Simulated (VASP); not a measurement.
# SnSe2 (C2/m) in VASP: notebook

Runs on SnSe2. Level: PBE. Tasks: single point.

Everything below comes from runs of VASP 6.6.1. Logs are shortened: lines on timing, memory, paths and dates and some standing lists are left out, and cuts for length are marked.

## Step 1: The cell of the first run

It takes space group C2/m (No. 12, monoclinic). Conventional cell: a = 6.353 Å, b = 3.811 Å, c = 6.137 Å, α = 90.00°, β = 90.00°, γ = 90.00°. Sn (site symmetry 2/m) has 6 Se at 2.62 to 2.67 Å within 3.4 Å. Se (site symmetry m) has 3 Sn at 2.62 to 2.67 Å within 3.4 Å.

## Step 2: Single point, PBE (strain -0.0375 x Voigt [0, 1, 0, 0, 0, 0])

Input file INCAR:

```
SYSTEM = SnSe2
PREC = Accurate
ENCUT = 520
EDIFF = 1E-7
ISMEAR = 0
SIGMA = 0.05
LREAL = .False.
LASPH = .True.
NELM = 60
ALGO = Normal
ISIF = 2
LWAVE = .False.
LCHARG = .True.
GGA = PE
LELF = .True.
LVHAR = .True.
NBANDS = 20
```

Input file KPOINTS:

```
regular mesh
0
Gamma
  12 12 6
  0 0 0
```

Input file POSCAR:

```
SnSe2
1.0
    3.8109987816      0.0000000000      0.0000000000
   -1.9054993908      3.1766559427      0.0000000000
    0.0000000000      0.0000000000      6.1370000000
Sn Se
1 2
Direct
    0.0000000000      0.0000000000      0.0000000000
    0.3333333333      0.6666666667      0.2500000000
    0.6666666667      0.3333333333      0.7500000000
```

Potentials or basis: VASP PAW PBE potentials, release 64 (Sn_d, Se).

Started as:

```sh
$ cat potpaw_PBE.64/Sn_d/POTCAR potpaw_PBE.64/Se/POTCAR > POTCAR
$ mpirun -np 1 vasp_std > vasp.out
```

OUTCAR:

```text
SYSTEM = SnSe2
   PREC = Accurate
   ENCUT = 520
   EDIFF = 1E-7
   ISMEAR = 0
   LREAL = .False.
   LASPH = .True.
   NELM = 60
   ISIF = 2
   GGA = PE

 ion  position               nearest neighbor table
   1  0.000  0.000  0.000-   2 2.62   3 2.62   3 2.67   2 2.67   3 2.67   2 2.67
   2  0.333  0.667  0.250-   1 2.62   1 2.67   1 2.67
   3  0.667  0.333  0.750-   1 2.62   1 2.67   1 2.67

  Warning from LATTYP: Monoclinic adjustment (A1->A3, A2->A1, A3->A2)!
  LATTYP: Found a base centered orthorhombic cell.
 ALAT       =     3.8109987816
 B/A-ratio  =     1.6670989023
 C/A-ratio  =     1.6103390087

  Lattice vectors:

 A1 = (   1.9054993908,  -3.1766559427,   0.0000000000)
 A2 = (   1.9054993908,   3.1766559427,   0.0000000000)
 A3 = (   0.0000000000,   0.0000000000,   6.1370000000)

Analysis of symmetry for initial positions (statically):
=====================================================================
 Subroutine PRICEL returns:
 Original cell was already a primitive cell.

 Routine SETGRP: Setting up the symmetry group for a
 base centered orthorhombic supercell.

 Subroutine GETGRP returns: Found  4 space group operations
 (whereof  4 operations were pure point group operations)
 out of a pool of  8 trial point group operations.

The static configuration has the point symmetry C_2h.

Analysis of symmetry for dynamics (positions and initial velocities):
=====================================================================
 Subroutine PRICEL returns:
 Original cell was already a primitive cell.

 Routine SETGRP: Setting up the symmetry group for a
 base centered orthorhombic supercell.

 Subroutine GETGRP returns: Found  4 space group operations
 (whereof  4 operations were pure point group operations)
 out of a pool of  8 trial point group operations.

The dynamic configuration has the point symmetry C_2h.

 Subroutine INISYM returns: Found  4 space group operations
 (whereof  4 operations are pure point group operations),
 and found     1 'primitive' translations

----------------------------------------------------------------------------------------

                                     Primitive cell

  volume of cell :      74.2959

  direct lattice vectors                    reciprocal lattice vectors
     3.810998782  0.000000000  0.000000000     0.262398405  0.157398223  0.000000000
    -1.905499391  3.176655943  0.000000000     0.000000000  0.314796446  0.000000000
     0.000000000  0.000000000  6.137000000     0.000000000  0.000000000  0.162946065

  length of vectors
     3.810998782  3.704331371  6.137000000     0.305985495  0.314796446  0.162946065

  position of ions in fractional coordinates (direct lattice)
     0.000000000  0.000000000  0.000000000
     0.333333333  0.666666667  0.250000000
     0.666666667  0.333333333  0.750000000

  ion indices of the primitive-cell ions
   primitive index   ion index
                 1           1
                 2           2
                 3           3

----------------------------------------------------------------------------------------

 KPOINTS: regular mesh

Automatic generation of k-mesh.
 Grid dimensions read from file:
 generate k-points for:   12   12    6

 Generating k-lattice:

  Cartesian coordinates                     Fractional coordinates (reciprocal lattice)
     0.021866534  0.013116519  0.000000000     0.083333333 -0.000000000  0.000000000
     0.000000000  0.026233037  0.000000000     0.000000000  0.083333333  0.000000000
     0.000000000  0.000000000  0.027157677     0.000000000  0.000000000  0.166666667

  Length of vectors
     0.025498791  0.026233037  0.027157677

  Shift w.r.t. Gamma in fractional coordinates (k-lattice)
     0.000000000  0.000000000  0.000000000

 Subroutine IBZKPT returns following result:
 ===========================================

 Found    242 irreducible k-points:

 Following reciprocal coordinates:
            Coordinates               Weight
  0.000000  0.000000  0.000000      1.000000
  0.083333  0.000000  0.000000      4.000000
  0.166667  0.000000  0.000000      4.000000
  0.250000 -0.000000  0.000000      4.000000
  0.333333  0.000000  0.000000      4.000000
  0.416667  0.000000  0.000000      4.000000
[... 16 lines left out ...]
  0.333333  0.166667  0.000000      4.000000
  0.416667  0.166667  0.000000      4.000000
 [... further k-points ...]
   k-points           NKPTS =    242   k-points in BZ     NKDIM =    242   number of bands    NBANDS=     20
   number of dos      NEDOS =    301   number of ions     NIONS =      3
   total plane-waves  NPLWV =  37632
   dimension x,y,z NGX =    28 NGY =   28 NGZ =   48
   dimension x,y,z NGXF=    56 NGYF=   56 NGZF=   96
   ions per type =               1   2
   NGX,Y,Z   is equivalent  to a cutoff of  12.21, 12.57, 13.00 a.u.
   NGXF,Y,Z  is equivalent  to a cutoff of  24.43, 25.13, 26.01 a.u.
 SYSTEM =  SnSe2
   PREC   = accura    normal or accurate (medium, high low for compatibility)
   ISTART =      0    job   : 0-new  1-cont  2-samecut
   ICHARG =      2    charge: 1-file 2-atom 10-const
   ISPIN  =      1    spin polarized calculation?
   LNONCOLLINEAR =      F non collinear calculations
   LSORBIT =      F    spin-orbit coupling
   LASPH  =      T    aspherical Exc in radial PAW
   ENCUT  =  520.0 eV  38.22 Ry    6.18 a.u.   7.09  6.89 11.41*2*pi/ulx,y,z
   NELM   =     60;   NELMIN=  2; NELMDL= -5     # of ELM steps
   EDIFF  = 0.1E-06   stopping-criterion for ELM
   LREAL  =      F    real-space projection
   EDIFFG = 0.1E-05   stopping-criterion for IOM
   NSW    =      0    number of steps for IOM
   IBRION =     -1    ionic relax: 0-MD 1-quasi-New 2-CG
   NFREE  =      0    steps in history (QN), initial steepest desc. (CG)
   ISIF   =      2    stress and relaxation
   ISYM   =      2    0-nonsym 1-usesym 2-fastsym
   POTIM  = 0.5000    time-step for ionic-motion
   TEBEG  =    0.0;   TEEND  =   0.0 temperature during run
   PSTRESS=    0.0 pullay stress
   NELECT =      26.0000    total number of electrons
   NUPDOWN=      -1.0000    fix difference up-down
   EMIN   =  10.00;   EMAX   =-10.00  energy-range for DOS
   EFERMI =   0.00;   METHOD = LEGACY
   ISMEAR =     0;   SIGMA  =   0.05  broadening in eV -4-tet -1-fermi 0-gaus
   EFERMI_NEDOS =   21; number of points for ismear=-14 and -15
   IALGO  =     38    algorithm
   IMIX   =      4    mixing-type and parameters
     AMIX     =   0.40;   BMIX     =  1.00
     AMIX_MAG =   1.60;   BMIX_MAG =  1.00
  volume/ion in A,a.u.               =      24.77       167.12
  Fermi-wavevector in a.u.,A,eV,Ry     =   1.153659  2.180100 18.108399  1.330930
  Thomas-Fermi vector in A             =   2.290302
   LORBIT       =      0    0 simple, 1 ext, 2 COOP (PROOUT), +10 PAW based schemes
   GGA     = PE    functional components
   LHFCALC =     F    Hartree Fock is set to
   AEXX    =    0.0000 exact exchange contribution
   IVDW    =     0    specifies the selected vdW correction
   LEPSILON=     F    determine dielectric tensor
   LRPA    =     F    only Hartree local field effects (RPA)
 non-spin polarized calculation
 Gauss-broadening in eV      SIGMA  =   0.05
  energy-cutoff  :      520.00
  volume of cell :       74.30
 maximum number of plane-waves:      2028
   NGX = 15   NGY = 13   NGZ = 23

 number of electron      26.0000002 magnetization

 Free energy of the ion-electron system (eV)
  ---------------------------------------------------
  ext. energy  EPLUGINS =         0.00000000
  ---------------------------------------------------
  free energy    TOTEN  =       -11.62015150 eV

  energy without entropy =      -11.62015150  energy(sigma->0) =      -11.62015150

 E-fermi :   4.8572     XC(G=0):  -9.6311

 val. band max:        4.6114504542   @ k =   0.1667   0.0000   0.1667
 cond. band min:       5.2091640998   @ k =   0.0000   0.5000   0.3333
 fundamental gap:      0.5977136456
 Fermi energy:         4.8571673603

 k-point     1 :       0.0000    0.0000    0.0000
  band No.  band energies     occupation
      1     -16.7357      2.00000
      2     -16.7236      2.00000
      3     -16.6785      2.00000
      4     -16.6672      2.00000
      5     -16.6583      2.00000
      6      -9.7008      2.00000
[... 12 lines left out ...]
     19      13.3591      0.00000
     20      13.9260      0.00000

 k-point     2 :       0.0833    0.0000    0.0000
  band No.  band energies     occupation
      1     -16.7379      2.00000
      2     -16.7224      2.00000
      3     -16.6760      2.00000
      4     -16.6678      2.00000
      5     -16.6595      2.00000
      6      -9.6270      2.00000
[... 12 lines left out ...]
     19      12.9152      0.00000
     20      13.8660      0.00000

 k-point     3 :       0.1667    0.0000    0.0000
  band No.  band energies     occupation
      1     -16.7484      2.00000
      2     -16.7164      2.00000
      3     -16.6726      2.00000
      4     -16.6676      2.00000
      5     -16.6595      2.00000
      6      -9.4099      2.00000
[... 12 lines left out ...]
     19      12.8848      0.00000
     20      13.9248      0.00000

 k-point     4 :       0.2500   -0.0000    0.0000
  band No.  band energies     occupation
      1     -16.7655      2.00000
      2     -16.7090      2.00000
      3     -16.6783      2.00000
      4     -16.6591      2.00000
      5     -16.6534      2.00000
      6      -9.0640      2.00000
[... 12 lines left out ...]
     19      12.9261      0.00000
     20      14.2144      0.00000

 k-point     5 :       0.3333    0.0000    0.0000
  band No.  band energies     occupation
      1     -16.7836      2.00000
      2     -16.7046      2.00000
      3     -16.6843      2.00000
      4     -16.6507      2.00000
      5     -16.6428      2.00000
      6      -8.6239      2.00000
[... 12 lines left out ...]
     19      13.6940      0.00000
     20      14.3522      0.00000

 k-point     6 :       0.4167    0.0000    0.0000
  band No.  band energies     occupation
      1     -16.7972      2.00000
      2     -16.7031      2.00000
      3     -16.6884      2.00000
      4     -16.6438      2.00000
      5     -16.6340      2.00000
      6      -8.1691      2.00000
[... 12 lines left out ...]
     19      14.3391      0.00000
     20      14.9270      0.00000

 k-point     7 :       0.5000   -0.0000    0.0000
  band No.  band energies     occupation
      1     -16.8022      2.00000
      2     -16.7029      2.00000
      3     -16.6898      2.00000
      4     -16.6412      2.00000
      5     -16.6306      2.00000
      6      -7.9195      2.00000
[... 12 lines left out ...]
     19      14.6575      0.00000
     20      15.1146      0.00000
[... 277 lines left out ...]
 k-point    20 :       0.0833    0.1667    0.0000
  band No.  band energies     occupation
      1     -16.7530      2.00000
      2     -16.7169      2.00000
      3     -16.6794      2.00000
      4     -16.6636      2.00000
      5     -16.6516      2.00000
      6      -9.1729      2.00000
[... 12 lines left out ...]
     19      12.3033      0.00000
     20      14.1227      0.00000

 k-point    21 :       0.1667    0.1667    0.0000
  band No.  band energies     occupation
      1     -16.7665      2.00000
      2     -16.7141      2.00000
      3     -16.6806      2.00000
      4     -16.6623      2.00000
      5     -16.6418      2.00000
      6      -8.8318      2.00000
[... 12 lines left out ...]
     19      11.5791      0.00000
     20      14.8026      0.00000

 k-point    22 :       0.2500    0.1667    0.0000
  band No.  band energies     occupation
      1     -16.7781      2.00000
      2     -16.7147      2.00000
      3     -16.6810      2.00000
      4     -16.6589      2.00000
      5     -16.6334      2.00000
      6      -8.4059      2.00000
[... 12 lines left out ...]
     19      11.9599      0.00000
     20      14.7255      0.00000

 k-point    23 :       0.3333    0.1667    0.0000
  band No.  band energies     occupation
      1     -16.7850      2.00000
      2     -16.7171      2.00000
      3     -16.6813      2.00000
      4     -16.6527      2.00000
      5     -16.6307      2.00000
      6      -7.9749      2.00000
[... 12 lines left out ...]
     19      12.9745      0.00000
     20      14.6782      0.00000

 k-point    24 :       0.4167    0.1667    0.0000
  band No.  band energies     occupation
      1     -16.7856      2.00000
      2     -16.7196      2.00000
      3     -16.6805      2.00000
      4     -16.6475      2.00000
      5     -16.6342      2.00000
      6      -7.7511      2.00000
[... 12 lines left out ...]
     19      13.9237      0.00000
     20      14.8045      0.00000

 [... further k-points ...]

------------------------ aborting loop because EDIFF is reached ----------------------------------------

  FORCE on cell =-STRESS in cart. coord.  units (eV):
  Direction    XX          YY          ZZ          XY          YZ          ZX
  --------------------------------------------------------------------------------------
  -------------------------------------------------------------------------------------
  Total        3.3209166      4.8819195      4.1181125      0.0000000      0.2837269      0.0000000
  in kB       71.6149081    105.2776271     88.8062798      0.0000000      6.1185137      0.0000000
  external PRESSURE =      88.5662716 kB  Pullay stress =       0.0000000 kB

 VOLUME and BASIS-vectors are now :
 -----------------------------------------------------------------------------
  energy-cutoff  :      520.00
  volume of cell :       74.30
      direct lattice vectors                 reciprocal lattice vectors
     3.810998782  0.000000000  0.000000000     0.262398405  0.157398223  0.000000000
    -1.905499391  3.176655943  0.000000000     0.000000000  0.314796446  0.000000000
     0.000000000  0.000000000  6.137000000     0.000000000  0.000000000  0.162946065

 POSITION                                       TOTAL-FORCE (eV/Angst)
 -----------------------------------------------------------------------------------
      0.00000      0.00000      0.00000         0.000000      0.000000      0.000000
     -0.00000      2.11777      1.53425         0.000000      0.092345      1.042818
      1.90550      1.05889      4.60275        -0.000000     -0.092345     -1.042818
 -----------------------------------------------------------------------------------
    total drift:                               -0.000000     -0.000000     -0.000000

  FREE ENERGIE OF THE ION-ELECTRON SYSTEM (eV)
  ---------------------------------------------------
  free  energy   TOTEN  =       -11.6201514964 eV

  energy  without entropy=      -11.6201514964  energy(sigma->0) =      -11.62015150
```

Run time: 7.1 min. Hardware: 1 thread of Intel Xeon 8259CL, shared host; peak memory 0.45 GiB.

Results:

- Free energy: -11.6202 eV
- Pressure: 8.9 GPa
- Largest force: 1.047 eV/Å
- Band gap on the k mesh: 0.60 eV (least direct gap 1.34 eV)

Forces in eV/Å, atoms in the order of the input:
```
Sn   0.000  0.000  0.000
Se   0.000  0.092  1.043
Se   0.000 -0.092 -1.043
```

Caveat: the cell differs from its parent crystal (strain -0.0375 x Voigt [0, 1, 0, 0, 0, 0]); the cell stands under pressure; semilocal functionals underestimate gaps, and a narrow one can read as zero; spin-orbit coupling is left out, which moves the levels of the heavy elements; this functional lacks dispersion, which binds layers or chains, so the pressure and a relaxed spacing across them are unreliable; forces of over 1 eV/Å act on the atoms, so gaps and moduli don't describe the material at rest.

## Step 3: Single point, PBE (strain +0.0375 x Voigt [0, 1, 0, 0, 0, 0])

Input file INCAR:

```
PREC = Accurate ; ENCUT = 520
EDIFF = 1E-7 ; ISMEAR = 0
SIGMA = 0.05 ; LREAL = F
LASPH = T ; NELM = 80
ALGO = Normal ; ISIF = 2
LWAVE = F ; LCHARG = T
GGA = PE ; LELF = T
LVHAR = T ; NBANDS = 20
```

Input file KPOINTS:

```
regular mesh
0
Gamma
  12 12 6
```

POSCAR, as its differences from that of step 2:

```diff
@@ -3,3 +3,3 @@
     3.8109987816      0.0000000000      0.0000000000
-   -1.9054993908      3.1766559427      0.0000000000
+   -1.9054993908      3.4241875746      0.0000000000
     0.0000000000      0.0000000000      6.1370000000
```

Potentials or basis: VASP PAW PBE potentials, release 64 (Sn_d, Se).

Started as:

```sh
$ cat potpaw_PBE.64/Sn_d/POTCAR potpaw_PBE.64/Se/POTCAR > POTCAR
$ mpirun -np 1 vasp_std > vasp.out
```

Run time: 7.7 min. Hardware: 1 thread of Intel Xeon 8259CL, shared host; peak memory 0.48 GiB.

Results (log left out):

```yaml
Free_energy: -11.8054 eV
Pressure: 2.6 GPa
Largest_force: 0.483 eV/Å
Band_gap_on_the_k_mesh: 0.51 eV (least direct gap 0.74 eV)
```

Forces in eV/Å, atoms in the order of the input:
```
Sn   0.000  0.000  0.000
Se   0.000 -0.031  0.482
Se   0.000  0.031 -0.482
```

Stress tensor (GPa, compression positive):
```
 3.17  0.00  0.00
 0.00  0.49 -0.17
 0.00 -0.17  4.10
```

Levels at points of the mesh, in eV from the valence-band top:
```csv
k point,band 9,band 10,band 11,band 12,band 13,band 14,band 15,band 16,band 17,band 18
"(0.00, 0.00, 0.00)",-0.93,-0.77,-0.67,-0.48,-0.03,0.71,2.66,4.27,4.57,8.06
"(0.50, 0.00, 0.00)",-4.36,-2.93,-2.73,-1.23,-0.50,0.86,3.48,5.13,5.34,7.10
"(0.00, 0.50, 0.00)",-4.35,-2.96,-2.52,-1.27,-0.28,1.20,3.85,5.43,5.44,6.98
"(0.00, 0.00, 0.50)",-2.02,-0.99,-0.87,-0.51,-0.32,2.08,2.60,3.99,4.29,7.88
"(0.50, 0.00, 0.50)",-4.82,-2.67,-1.96,-0.96,-0.90,0.69,4.03,4.77,5.87,5.99
"(0.00, 0.50, 0.50)",-4.80,-2.35,-2.00,-0.86,-0.66,0.80,4.24,4.78,5.81,6.23
```

Caveat: the cell differs from its parent crystal (strain +0.0375 x Voigt [0, 1, 0, 0, 0, 0]); semilocal functionals underestimate gaps, and a narrow one can read as zero; spin-orbit coupling is left out, which moves the levels of the heavy elements; this functional lacks dispersion, which binds layers or chains, so the pressure and a relaxed spacing across them are unreliable. A k mesh can miss the band edges.
